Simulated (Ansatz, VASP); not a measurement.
PbO: VASP beside Ansatz

POSCAR

```
PbO
1.0
    3.9085485738      0.0000000000      0.0000000000
    0.0000000000      3.9085485738      0.0000000000
    0.0000000000      0.0000000000      4.9077264047
Pb O
2 2
Direct
    0.0000000000      0.5000000000      0.2400000000
    0.5000000000      0.0000000000      0.7600000000
    0.0000000000      0.0000000000      0.0000000000
    0.5000000000      0.5000000000      0.0000000000
```

File INCAR.step1:

```
PREC = Accurate
ENCUT = 520
ISMEAR = 0
SIGMA = 0.01
LREAL = False
LASPH = True
NELM = 100
NBANDS = 28
GGA = PE
ALGO = Normal
EDIFF = 1E-4
LWAVE = True
LCHARG = False
```

File INCAR.step2:

```
PREC = Accurate
ENCUT = 520
EDIFF = 1E-6
ISMEAR = 0
SIGMA = 0.01
LREAL = False
LASPH = True
NELM = 100
ALGO = Normal
ISIF = 2
LWAVE = False
LCHARG = True
METAGGA = R2SCAN
LMIXTAU = True
LELF = True
LVHAR = True
NBANDS = 28
ISTART = 1
```

File KPOINTS:

```
Automatic mesh
0
Gamma
  4 4 4
```

Input for Ansatz:

```yaml
crystal:
  lattice:
    - [3.9085485737750907, 0.0, 0.0]
    - [0.0, 3.9085485737750907, 0.0]
    - [0.0, 0.0, 4.907726404664963]
  atoms:
    - { symbol: Pb, position: [0.0, 0.5, 0.24] }
    - { symbol: Pb, position: [0.5, 0.0, 0.76] }
    - { symbol: O, position: [0.0, 0.0, 0.0] }
    - { symbol: O, position: [0.5, 0.5, 0.0] }
basis:
  ecutwfc: 639.467576780718
  xc_grid: 1
kpoints:
  mp_grid:
    grid: [4, 4, 4]
hamiltonian:
  xc: r2scan
scf:
  self_checks: high
  occupations:
    method: fixed
output:
  stress: true
```

Alike in both runs: task single point; functional r2SCAN; k mesh 4 × 4 × 4; no spin polarisation.

```csv
,VASP,Ansatz
version,VASP 6.6.1,Ansatz 0.2.0
potentials or method,"VASP PAW PBE potentials, release 64 (Pb_d, O), cutoff 520 eV","plane waves, PAW"
occupations,"gaussian, width 0.01 eV",fixed
valence electrons in the cell,40,40
```

```csv
,VASP,Ansatz,Ansatz less VASP
gap on the k mesh at the Fermi level (eV),1.34,1.34,-0.002
pressure (GPa),6.4,5.8,-0.62
"traceless stress, the component that is largest in VASP (GPa)",-1.00,-0.88,+0.125
```

VASP's potentials were made for PBE, not for r2SCAN.

Neither program's run includes spin-orbit coupling.
